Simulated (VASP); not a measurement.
A run of VASP 6.6.1 is set up as follows.

Contents of INCAR:

```
ALGO = Normal
EDIFF = 1E-6
ENCUT = 520
GGA = PS
ISIF = 2
ISMEAR = 0
LASPH = T
LCHARG = F
LREAL = F
LWAVE = F
NBANDS = 23
NELM = 60
PREC = Accurate
SIGMA = 0.1
```

KPOINTS

```
k-points
0
Gamma
  12 12 12
```

Contents of POSCAR:

```
SiGe2
1.0
    0.0000000000      3.0597745592      3.0597745592
    3.0597745592      0.0000000000      3.0597745592
    3.0597745592      3.0597745592      0.0000000000
Si Ge
1 2
Direct
    0.0000000000      0.0000000000      0.0000000000
    0.7500000000      0.7500000000      0.7500000000
    0.2500000000      0.2500000000      0.2500000000
```

Potentials or basis: VASP PAW PBE potentials, release 64 (Si, Ge_d).

Run with:

```bash
$ cat potpaw_PBE.64/Si/POTCAR potpaw_PBE.64/Ge_d/POTCAR > POTCAR
$ mpirun -np 1 vasp_std > vasp.out
```

Q: Estimate the pressure.

A: 0.0 GPa.

Q: Estimate the band gap on the k mesh.

A: Zero (band 16 reaches 7.47 eV, above the bottom of band 17 at 5.26 eV).

Caveat: the PAW data sets were made with another functional, which shifts forces and pressure a little.
